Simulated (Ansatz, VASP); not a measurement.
# One calculation of HfO2, two programs

```
Hf O
1.0
     5.11800    0.00000    0.00000
     0.00000    5.18570    0.00000
    -0.85866    0.00000    5.21387
Hf O
4 8
Direct
  0.27550 0.46030 0.70800
  0.72450 0.96030 0.79200
  0.72450 0.53970 0.29200
  0.27550 0.03970 0.20800
  0.07420 0.16840 0.84670
  0.92580 0.66840 0.65330
  0.92580 0.83160 0.15330
  0.07420 0.33160 0.34670
  0.44870 0.74190 0.98010
  0.55130 0.24190 0.51990
  0.55130 0.25810 0.01990
  0.44870 0.75810 0.48010
```

Alike in both runs: task relaxation of cell and atoms; functional PBE; k mesh 5 × 5 × 5; occupations fermi-dirac, width 0.05 eV; no spin polarisation.

|  | VASP | Ansatz |
| --- | --- | --- |
| version | VASP 6.6.1 | Ansatz 0.2.0 |
| potentials or method | VASP PAW PBE potentials, release 64 (Hf_pv, O) | Ansatz PAW |
| plane-wave cutoff (eV) | 600 | 420 |
| valence electrons in the cell | 88 | 152 |

|  | VASP | Ansatz | Ansatz less VASP |
| --- | --- | --- | --- |
| relaxed volume (Å³/atom) | 11.66 | 11.83 | +0.172 |
| relaxed cell length with the largest relative difference (Å) | 5.323 | 5.352 | +0.0290 |

VASP's potentials hold 88 valence electrons a cell and Ansatz's 152, so a difference there can come from the potentials and not from the codes.

Spin-orbit coupling is off throughout. Noted on Ansatz's run: odd divisions of the mesh miss points on the zone boundary, where band edges often lie, so the gap on the mesh can be too wide; the plane-wave basis is chosen anew once the cell has moved, so the energies of steps on either side of that aren't comparable.
